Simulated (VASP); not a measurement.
Set up this calculation in VASP 6.6.1, as the native input.

```
Task                   : single point
Functional             : PBEsol
Potentials or basis    : VASP PAW PBE potentials, release 64 (Pt, S)
Cutoff                 : 520 eV
k mesh                 : 10 × 10 × 6
Occupations            : gaussian, width 0.01 eV
Spin                   : no spin polarisation
Dipole correction      : no
Further INCAR settings : ALGO = Normal; EDIFF = 1e-06; NBANDS = 18
```

The structure of PtS2 lies in POSCAR:

```
PtS2
1.0
    3.5733777869     -0.0089334445     -0.0089334445
   -1.7944254833      3.0991026630     -0.0032698676
   -0.0118427682     -0.0118427682      4.7371073000
Pt S
1 2
Direct
    0.0000000000      0.0000000000      0.0000000000
    0.3348518576      0.6683001226      0.2522855964
    0.6651481424      0.3316998774      0.7477144036
```

This cell differs from its parent crystal: equal xy, yz and zx engineering shears of -0.5 %.

One way to write it, as run:

INCAR

```
  PREC = Accurate
  ENCUT = 520
  EDIFF = 1E-6
  ISMEAR = 0
  SIGMA = 0.01
  LREAL = F
  LASPH = T
  NELM = 60
  ALGO = Normal
  ISIF = 2
  LWAVE = F
  LCHARG = F
  GGA = PS
  NBANDS = 18
```

KPOINTS

```
Automatic mesh
0
Gamma
  10 10 6
```

Potentials or basis: VASP PAW PBE potentials, release 64 (Pt, S).

Run with:

```sh
$ cat potpaw_PBE.64/Pt/POTCAR potpaw_PBE.64/S/POTCAR > POTCAR
$ mpirun -np 1 vasp_std > vasp.out
```

Results of the run:

| Item | Value |
| --- | --- |
| Pressure | -0.2 GPa |
| Largest force | 0.023 eV/Å |
| Band gap on the k mesh | 0.17 eV (least direct gap 0.86 eV) |

Caveat: the cell differs from its parent crystal (equal xy, yz and zx engineering shears of -0.5 %); the PAW data sets were made with another functional, which shifts forces and pressure a little; spin-orbit coupling is left out, which moves the levels of the heavy elements.

It took 5.4 min on 1 thread of Intel Xeon 8259CL, with other jobs on the host, peak memory 0.39 GiB.
